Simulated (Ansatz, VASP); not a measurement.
## Two plane-wave programs on GaSe5

```xyz
6
Lattice="3.7183 0.0000 0.0000 -1.8592 3.2201 0.0000 0.0000 0.0000 11.2639" Properties=species:S:1:pos:R:3 pbc="T T T"
Ga    0.0000    0.0000    0.0000
Se    1.8592    1.0734    9.6900
Se    0.0000    0.0000    7.3980
Se    1.8592    1.0734    5.6320
Se    0.0000    0.0000    3.8659
Se    1.8592    1.0734    1.5739
```

Change from the starting cell: species swapped into the Mg5Cd type (P-6m2, No. 187).

Alike in both runs: functional PBE; k mesh 12 × 12 × 4; occupations gaussian, width 0.1 eV; no spin polarisation.

Ansatz relaxed the structure, and its values are those at the end. VASP's run is a single point on that final structure, the one shown.

|  | VASP | Ansatz |
| --- | --- | --- |
| version | VASP 6.6.1 | Ansatz 0.2.0 |
| potentials or method | VASP PAW PBE potentials, release 64 (Ga_d, Se), cutoff 520 eV | scalar-relativistic, plane waves, PAW |
| valence electrons in the cell | 43 | 93 |

```tsv
	VASP	Ansatz	Ansatz less VASP
gap on the k mesh at the Fermi level (eV)	none	none	-
pressure (GPa)	0.1	0.0	-0.07
rms of the force components (eV/Å)	0.006	0.000	-0.0059
```

A gap of «none» marks a metal or a gap that the smearing closes. VASP's potentials hold 43 valence electrons a cell and Ansatz's 93, so a difference there can come from the potentials and not from the codes.
